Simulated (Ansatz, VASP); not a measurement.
# Ti in VASP and in Ansatz

```
Ti
1.0
    -2.01613    2.01613    1.18268
     2.01613   -2.01613    1.18268
     2.01613    2.01613   -1.18268
Ti
2
Direct
  0.62500 0.87500 0.75000
  0.37500 0.12500 0.25000
```

Change from the starting cell: volume scaled by 0.55, LAPW.

Alike in both runs: task single point; functional PBE; k mesh 15 × 15 × 15; occupations fermi-dirac, width 0.1 eV; no spin polarisation.

```csv
,VASP,Ansatz
version,VASP 6.6.1,Ansatz 0.2.0
potentials or method,"VASP PAW PBE potentials, release 64 (Ti_sv), cutoff 520 eV","all-electron LAPW, scalar-relativistic"
```

|  | VASP | Ansatz | Ansatz less VASP |
| --- | --- | --- | --- |
| pressure (GPa) | 157.4 | 155.3 | -2.14 |
| traceless stress, the component that is largest in VASP (GPa) | -3.09 | -0.28 | +2.812 |

Both programs put the cell under a high pressure, so it lies far from rest at this level. Ansatz ran all-electron here, and VASP with PAW potentials.

Noted on VASP's run: the cell as given lies far from equilibrium.
